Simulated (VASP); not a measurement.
Input of a VASP 6.6.1 run:

The input INCAR:

```
PREC     = Accurate       # precision mode
ENCUT    = 600            # plane-wave cutoff, eV
EDIFF    = 1E-6           # SCF threshold, eV
ISMEAR   = 0              # smearing method
SIGMA    = 0.1            # smearing width, eV
LREAL    = F              # projectors in reciprocal space
LASPH    = T              # aspherical terms in the spheres
NELM     = 60             # most SCF steps
ALGO     = Normal         # electronic algorithm
ISIF     = 3              # what is computed and relaxed
LWAVE    = F              # write WAVECAR
LCHARG   = F              # write CHGCAR
IBRION   = 2              # ionic algorithm
NSW      = 100            # ionic steps
EDIFFG   = -0.005         # ionic threshold
```

Contents of KPOINTS:

```
Automatic mesh
0
Gamma
  16 16 16
```

The input POSCAR:

```
TiC
1.0
    0.0000000000      2.1305402942      2.1305402942
    2.1305402942      0.0000000000      2.1305402942
    2.1305402942      2.1305402942      0.0000000000
Ti C
1 1
Direct
    0.0000000000      0.0000000000      0.0000000000
    0.5000000000      0.5000000000      0.5000000000
```

Potentials or basis: VASP PAW LDA potentials, release 64 (Ti_sv, C).

The run is started by

```console
$ cat potpaw_LDA.64/Ti_sv/POTCAR potpaw_LDA.64/C/POTCAR > POTCAR
$ mpirun -np 1 vasp_std > vasp.out
```

Problem. What does it give for the relaxed volume?

Solution. 9.69 Å³/atom.

Problem. Estimate the space group after relaxing (to 0.05 Å).

Solution. Fm-3m (No. 225).

Problem. Estimate the band gap on the k mesh.

Solution. Zero (band 8 reaches 10.45 eV, above the bottom of band 9 at 9.38 eV).

Final structure:
```
CELL_PARAMETERS angstrom
0.00000 2.13187 2.13187
2.13187 0.00000 2.13187
2.13187 2.13187 0.00000
ATOMIC_POSITIONS crystal
Ti 0.00000 0.00000 0.00000
C 0.50000 0.50000 0.50000
```
